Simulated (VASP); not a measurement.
# KCl (Pm-3m) in VASP: further runs

KCl is run at these levels: LDA, PBEsol; tasks: single point.

All numbers are computed with VASP 6.6.1; they aren't measurements. Logs are shortened: lines on timing, memory, paths and dates and some standing lists are left out, and cuts for length are marked.

### 1 The cell of the first run

Symmetry: Pm-3m, No. 221, cubic system. Conventional cell: a = 3.761 Å, b = 3.761 Å, c = 3.761 Å, α = 90.00°, β = 90.00°, γ = 90.00°. K (site symmetry m-3m) has 8 Cl at 3.26 Å and 6 K at 3.76 Å within 4.3 Å. Within 4.3 Å of Cl (site symmetry m-3m) lie 8 K at 3.26 Å and 6 Cl at 3.76 Å.

### 2 Single point, LDA (volume scaled by 0.94)

Contents of INCAR:

```
ALGO = Normal ; EDIFF = 1E-6
ENCUT = 520 ; GGA = CA
ISIF = 2 ; ISMEAR = -1
LASPH = T ; LCHARG = F
LREAL = F ; LWAVE = F
NBANDS = 15 ; NELM = 80
PREC = Accurate ; SIGMA = 0.05
```

Contents of KPOINTS:

```
k-points
0
Gamma
  7 7 7
```

Contents of POSCAR:

```
KCl
1.0
    3.7608230702      0.0000000000      0.0000000000
    0.0000000000      3.7608230702      0.0000000000
    0.0000000000      0.0000000000      3.7608230702
K Cl
1 1
Direct
    0.0000000000      0.0000000000      0.0000000000
    0.5000000000      0.5000000000      0.5000000000
```

Potentials or basis: VASP PAW LDA potentials, release 64 (K_sv, Cl).

Command:

```bash
> cat potpaw_LDA.64/K_sv/POTCAR potpaw_LDA.64/Cl/POTCAR > POTCAR
> mpirun -np 1 vasp_std > vasp.out
```

OUTCAR:

```text
EDIFF = 1E-6
   ENCUT = 520
   GGA = CA
   ISIF = 2
   ISMEAR = -1
   LASPH = T
   LREAL = F
   NELM = 80
   PREC = Accurate

 ion  position               nearest neighbor table
   1  0.000  0.000  0.000-
   2  0.500  0.500  0.500-

  LATTYP: Found a simple cubic cell.
 ALAT       =     3.7608230702

  Lattice vectors:

 A1 = (   3.7608230702,   0.0000000000,   0.0000000000)
 A2 = (   0.0000000000,   3.7608230702,   0.0000000000)
 A3 = (   0.0000000000,   0.0000000000,   3.7608230702)

Analysis of symmetry for initial positions (statically):
=====================================================================
 Subroutine PRICEL returns:
 Original cell was already a primitive cell.

 Routine SETGRP: Setting up the symmetry group for a
 simple cubic supercell.

 Subroutine GETGRP returns: Found 48 space group operations
 (whereof 48 operations were pure point group operations)
 out of a pool of 48 trial point group operations.

The static configuration has the point symmetry O_h .

Analysis of symmetry for dynamics (positions and initial velocities):
=====================================================================
 Subroutine PRICEL returns:
 Original cell was already a primitive cell.

 Routine SETGRP: Setting up the symmetry group for a
 simple cubic supercell.

 Subroutine GETGRP returns: Found 48 space group operations
 (whereof 48 operations were pure point group operations)
 out of a pool of 48 trial point group operations.

The dynamic configuration has the point symmetry O_h .

 Subroutine INISYM returns: Found 48 space group operations
 (whereof 48 operations are pure point group operations),
 and found     1 'primitive' translations

----------------------------------------------------------------------------------------

                                     Primitive cell

  volume of cell :      53.1923

  direct lattice vectors                    reciprocal lattice vectors
     3.760823070  0.000000000  0.000000000     0.265899241  0.000000000  0.000000000
     0.000000000  3.760823070  0.000000000     0.000000000  0.265899241  0.000000000
     0.000000000  0.000000000  3.760823070     0.000000000  0.000000000  0.265899241

  length of vectors
[... 82 lines left out ...]
   NFREE  =      0    steps in history (QN), initial steepest desc. (CG)
   ISIF   =      2    stress and relaxation
   ISYM   =      2    0-nonsym 1-usesym 2-fastsym
   POTIM  = 0.5000    time-step for ionic-motion
   TEBEG  =    0.0;   TEEND  =   0.0 temperature during run
   PSTRESS=    0.0 pullay stress
   NELECT =      16.0000    total number of electrons
   NUPDOWN=      -1.0000    fix difference up-down
   EMIN   =  10.00;   EMAX   =-10.00  energy-range for DOS
   EFERMI =   0.00;   METHOD = LEGACY
   ISMEAR =    -1;   SIGMA  =   0.05  broadening in eV -4-tet -1-fermi 0-gaus
   EFERMI_NEDOS =   21; number of points for ismear=-14 and -15
   IALGO  =     38    algorithm
   IMIX   =      4    mixing-type and parameters
     AMIX     =   0.40;   BMIX     =  1.00
     AMIX_MAG =   1.60;   BMIX_MAG =  1.00
  volume/ion in A,a.u.               =      26.60       179.48
  Fermi-wavevector in a.u.,A,eV,Ry     =   1.096896  2.072832 16.370254  1.203180
  Thomas-Fermi vector in A             =   2.233246
   LORBIT       =      0    0 simple, 1 ext, 2 COOP (PROOUT), +10 PAW based schemes
   GGA     = CA    functional components
   LHFCALC =     F    Hartree Fock is set to
   AEXX    =    0.0000 exact exchange contribution
   IVDW    =     0    specifies the selected vdW correction
   LEPSILON=     F    determine dielectric tensor
   LRPA    =     F    only Hartree local field effects (RPA)
 non-spin polarized calculation
  energy-cutoff  :      520.00
  volume of cell :       53.19
 maximum number of plane-waves:      1442
 NGX is ok and might be reduce to    28
   NGX = 13   NGY = 13   NGZ = 13

 number of electron      15.9999998 magnetization

 Free energy of the ion-electron system (eV)
  ---------------------------------------------------
  ext. energy  EPLUGINS =         0.00000000
  ---------------------------------------------------
  free energy    TOTEN  =        -7.31188713 eV

  energy without entropy =       -7.31188713  energy(sigma->0) =       -7.31188713

 E-fermi :   0.3623     XC(G=0):  -8.8924

 val. band max:       -0.7775341689   @ k =   0.4286   0.4286   0.0000
 cond. band min:       3.8794636712   @ k =   0.0000   0.0000   0.0000
 fundamental gap:      4.6569978401
 Fermi energy:         0.3623146142

 k-point     1 :       0.0000    0.0000    0.0000
  band No.  band energies     occupation
      1     -28.3317      2.00000
      2     -13.3588      2.00000
      3     -11.9377      2.00000
      4     -11.9377      2.00000
      5     -11.9377      2.00000
      6      -0.9751      2.00000
      7      -0.9751      2.00000
      8      -0.9751      2.00000
      9       3.8795      0.00000
     10       5.4259      0.00000
     11       5.4259      0.00000
     12       9.8940      0.00000
     13       9.8940      0.00000
     14       9.8940      0.00000
[... 329 lines left out ...]
      2     -12.9001      2.00000
      3     -12.1457      2.00000
      4     -12.1457      2.00000
      5     -12.1457      2.00000
      6      -2.2129      2.00000
      7      -2.2129      2.00000
      8      -2.1660      2.00000
      9       7.4761      0.00000
     10       7.7964      0.00000
     11       7.7964      0.00000
     12       9.0801      0.00000
     13       9.2064      0.00000
     14       9.2064      0.00000
     15      11.8326      0.00000

------------------------ aborting loop because EDIFF is reached ----------------------------------------

  FORCE on cell =-STRESS in cart. coord.  units (eV):
  Direction    XX          YY          ZZ          XY          YZ          ZX
  --------------------------------------------------------------------------------------
  -------------------------------------------------------------------------------------
  Total       -0.7417231     -0.7417231     -0.7417231      0.0000000     -0.0000000     -0.0000000
  in kB      -22.3410554    -22.3410554    -22.3410554      0.0000000     -0.0000000     -0.0000000
  external PRESSURE =     -22.3410554 kB  Pullay stress =       0.0000000 kB

 VOLUME and BASIS-vectors are now :
 -----------------------------------------------------------------------------
  energy-cutoff  :      520.00
  volume of cell :       53.19
      direct lattice vectors                 reciprocal lattice vectors
     3.760823070  0.000000000  0.000000000     0.265899241  0.000000000  0.000000000
     0.000000000  3.760823070  0.000000000     0.000000000  0.265899241  0.000000000
     0.000000000  0.000000000  3.760823070     0.000000000  0.000000000  0.265899241

 POSITION                                       TOTAL-FORCE (eV/Angst)
 -----------------------------------------------------------------------------------
      0.00000      0.00000      0.00000         0.000000      0.000000      0.000000
      1.88041      1.88041      1.88041         0.000000      0.000000      0.000000
 -----------------------------------------------------------------------------------
    total drift:                                0.000000      0.000000      0.000000

  FREE ENERGIE OF THE ION-ELECTRON SYSTEM (eV)
  ---------------------------------------------------
  free  energy   TOTEN  =        -7.3118871310 eV

  energy  without entropy=       -7.3118871310  energy(sigma->0) =       -7.31188713
```

stdout:

```text
POSCAR found type information on POSCAR K Cl
 POSCAR found :  2 types and       2 ions
 scaLAPACK will be used
 LDA part: xc-table for (Slater(with rela. corr.)+CA(PZ))
 , standard interpolation
 POSCAR, INCAR and KPOINTS ok, starting setup
 FFT: planning ... GRIDC
 FFT: planning ... GRID_SOFT
 FFT: planning ... GRID
 WAVECAR not read
 entering main loop
```

It took 9.2 s on 1 thread of AMD EPYC 7R43 (Zen 3), shared host; peak memory 0.11 GiB.

What came out:

```
Free energy            : -7.3119 eV
Pressure               : -2.2 GPa
Band gap on the k mesh : 4.66 eV, indirect (least direct gap 4.85 eV)
```

Caveat: the cell differs from its parent crystal (volume scaled by 0.94). A k mesh can miss the band edges.

### 3 Single point, PBEsol (volume scaled by 0.94)

Contents of INCAR:

```
ALGO = Normal
EDIFF = 1E-6
ENCUT = 520
GGA = PS
ISIF = 2
ISMEAR = -1
LASPH = T
LCHARG = F
LREAL = F
LWAVE = F
NBANDS = 15
NELM = 60
PREC = Accurate
SIGMA = 0.05
```

KPOINTS is that of step 2.

POSCAR is that of step 2.

Potentials or basis: VASP PAW PBE potentials, release 64 (K_sv, Cl).

Command:

```bash
> cat potpaw_PBE.64/K_sv/POTCAR potpaw_PBE.64/Cl/POTCAR > POTCAR
> mpirun -np 1 vasp_std > vasp.out
```

OUTCAR:

```text
EDIFF = 1E-6
   ENCUT = 520
   GGA = PS
   ISIF = 2
   ISMEAR = -1
   LASPH = T
   LREAL = F
   NELM = 60
   PREC = Accurate

 ion  position               nearest neighbor table
   1  0.000  0.000  0.000-
   2  0.500  0.500  0.500-

  LATTYP: Found a simple cubic cell.
 ALAT       =     3.7608230702

  Lattice vectors:

[... 534 lines left out ...]
     11       8.1519      0.00000
     12       9.4168      0.00000
     13       9.5314      0.00000
     14       9.5314      0.00000
     15      12.1095      0.00000

------------------------ aborting loop because EDIFF is reached ----------------------------------------

  FORCE on cell =-STRESS in cart. coord.  units (eV):
  Direction    XX          YY          ZZ          XY          YZ          ZX
  --------------------------------------------------------------------------------------
  -------------------------------------------------------------------------------------
  Total       -0.1147637     -0.1147637     -0.1147637     -0.0000000     -0.0000000     -0.0000000
  in kB       -3.4567378     -3.4567378     -3.4567378     -0.0000000     -0.0000000     -0.0000000
  external PRESSURE =      -3.4567378 kB  Pullay stress =       0.0000000 kB

 VOLUME and BASIS-vectors are now :
 -----------------------------------------------------------------------------
  energy-cutoff  :      520.00
  volume of cell :       53.19
      direct lattice vectors                 reciprocal lattice vectors
     3.760823070  0.000000000  0.000000000     0.265899241  0.000000000  0.000000000
     0.000000000  3.760823070  0.000000000     0.000000000  0.265899241  0.000000000
     0.000000000  0.000000000  3.760823070     0.000000000  0.000000000  0.265899241

 POSITION                                       TOTAL-FORCE (eV/Angst)
 -----------------------------------------------------------------------------------
      0.00000      0.00000      0.00000         0.000000      0.000000      0.000000
      1.88041      1.88041      1.88041         0.000000      0.000000      0.000000
 -----------------------------------------------------------------------------------
    total drift:                               -0.000000      0.000000      0.000000

  FREE ENERGIE OF THE ION-ELECTRON SYSTEM (eV)
  ---------------------------------------------------
  free  energy   TOTEN  =        -6.9146993056 eV

  energy  without entropy=       -6.9146993056  energy(sigma->0) =       -6.91469931
```

OSZICAR:

```text
N       E                     dE             d eps       ncg     rms          rms(c)
DAV:   1     0.102050295004E+03    0.10205E+03   -0.73580E+03   600   0.976E+02
DAV:   2    -0.152972620293E+01   -0.10358E+03   -0.95726E+02   790   0.248E+02
DAV:   3    -0.699109581998E+01   -0.54614E+01   -0.54312E+01   831   0.493E+01
DAV:   4    -0.717335684315E+01   -0.18226E+00   -0.18222E+00   852   0.834E+00
DAV:   5    -0.717477622263E+01   -0.14194E-02   -0.14194E-02   873   0.805E-01    0.302E+00
DAV:   6    -0.694411793164E+01    0.23066E+00   -0.23334E-01   740   0.316E+00    0.256E+00
DAV:   7    -0.691390052888E+01    0.30217E-01   -0.69972E-02   789   0.187E+00    0.151E+00
DAV:   8    -0.691451419740E+01   -0.61367E-03   -0.15354E-02   848   0.941E-01    0.205E-01
DAV:   9    -0.691451554109E+01   -0.13437E-05   -0.67943E-04   761   0.179E-01    0.961E-02
DAV:  10    -0.691470214093E+01   -0.18660E-03   -0.24663E-04   677   0.126E-01    0.311E-02
DAV:  11    -0.691469784716E+01    0.42938E-05   -0.27860E-05   817   0.390E-02    0.160E-02
DAV:  12    -0.691469945274E+01   -0.16056E-05   -0.22451E-06   670   0.103E-02    0.263E-03
DAV:  13    -0.691469930559E+01    0.14715E-06   -0.97002E-08   468   0.246E-03
   1 F= -.69146993E+01 E0= -.69146993E+01  d E =-.213701E-10
```

It took 11 s on 1 thread of AMD EPYC 7R43 (Zen 3), shared host; peak memory 0.12 GiB.

What came out:

```
Free energy            : -6.9147 eV
Pressure               : -0.3 GPa
Band gap on the k mesh : 4.90 eV, indirect (least direct gap 5.09 eV)
```

Levels at points of the mesh, in eV from the valence-band top:
```csv
k point,band 6,band 7,band 8,band 9,band 10,band 11
"(0.00, 0.00, 0.00)",-0.19,-0.19,-0.19,4.90,6.40,6.40
```

Caveat: the cell differs from its parent crystal (volume scaled by 0.94); the PAW data sets were made with another functional, which shifts forces and pressure a little. A k mesh can miss the band edges.

### 4 Single point, LDA (volume scaled by 0.98)

Contents of INCAR:

```
SYSTEM = KCl
  ALGO = Normal
  EDIFF = 1E-7
  ENCUT = 520
  GGA = CA
  ISIF = 2
  ISMEAR = -1
  LASPH = .True.
  LCHARG = .True.
  LELF = .True.
  LREAL = .False.
  LVHAR = .True.
  LWAVE = .False.
  NBANDS = 15
  NELM = 80
  PREC = Accurate
  SIGMA = 0.05
```

Contents of KPOINTS:

```
k-points
0
Gamma
  7 7 7
  0 0 0
```

Contents of POSCAR:

```
KCl
1.0
    3.8134288075      0.0000000000      0.0000000000
    0.0000000000      3.8134288075      0.0000000000
    0.0000000000      0.0000000000      3.8134288075
K Cl
1 1
Direct
    0.0000000000      0.0000000000      0.0000000000
    0.5000000000      0.5000000000      0.5000000000
```

Potentials or basis: VASP PAW LDA potentials, release 64 (K_sv, Cl).

Command:

```bash
> cat potpaw_LDA.64/K_sv/POTCAR potpaw_LDA.64/Cl/POTCAR > POTCAR
> mpirun -np 1 vasp_std > vasp.out
```

Run time: 11 s. Hardware: 1 thread of AMD EPYC 7R43 (Zen 3), shared host; peak memory 0.11 GiB.

Results (log left out):

```yaml
Free_energy: -7.2763 eV
Pressure: -2.9 GPa
Band_gap_on_the_k_mesh: 4.47 eV, indirect (least direct gap 4.67 eV)
```

Levels at points of the mesh, in eV from the valence-band top:
| k point | band 5 | band 6 | band 7 | band 8 | band 9 | band 10 | band 11 | band 12 |
| --- | --- | --- | --- | --- | --- | --- | --- | --- |
| (0.00, 0.00, 0.00) | -11.23 | -0.19 | -0.19 | -0.19 | 4.47 | 6.25 | 6.25 | 10.56 |

Caveat: the cell differs from its parent crystal (volume scaled by 0.98).

### 5 Single point, LDA

This run uses another cell than the first one, of 28.29 Å³/atom, 1.064 times its volume.

Contents of INCAR:

```
SYSTEM = KCl
PREC     = Accurate       ! precision mode
ENCUT    = 520            ! plane-wave cutoff, eV
EDIFF    = 1E-6           ! SCF threshold, eV
ISMEAR   = -1             ! smearing method
SIGMA    = 0.05           ! smearing width, eV
LREAL    = .False.        ! projectors in reciprocal space
LASPH    = .True.         ! aspherical terms in the spheres
NELM     = 100            ! most SCF steps
ALGO     = Normal         ! electronic algorithm
ISIF     = 2              ! what is computed and relaxed
LWAVE    = .False.        ! write WAVECAR
LCHARG   = .False.        ! write CHGCAR
NBANDS   = 15             ! bands
```

Contents of KPOINTS:

```
Automatic mesh
0
Gamma
  7 7 7
  0 0 0
```

Contents of POSCAR:

```
KCl
1.0
    3.8391960000      0.0000000000      0.0000000000
    0.0000000000      3.8391960000      0.0000000000
    0.0000000000      0.0000000000      3.8391960000
K Cl
1 1
Direct
    0.0000000000      0.0000000000      0.0000000000
    0.5000000000      0.5000000000      0.5000000000
```

Command:

```bash
> cat potpaw_LDA.64/K_sv/POTCAR potpaw_LDA.64/Cl/POTCAR > POTCAR
> mpirun -np 1 vasp_std > vasp.out
```

It took 11 s on 1 thread of AMD EPYC 7R43 (Zen 3), shared host; peak memory 0.12 GiB.

The run converged. Its results:

* Free energy: -7.2554 eV
* Pressure: -3.1 GPa
* Band gap on the k mesh: 4.39 eV, indirect (least direct gap 4.58 eV)

Levels at points of the mesh, in eV from the valence-band top:
```tsv
k point	band 4	band 5	band 6	band 7	band 8	band 9	band 10	band 11	band 12	band 13
(0.00, 0.00, 0.00)	-11.27	-11.27	-0.19	-0.19	-0.19	4.39	6.27	6.27	10.51	10.51
```

[end of part 1 of 2]
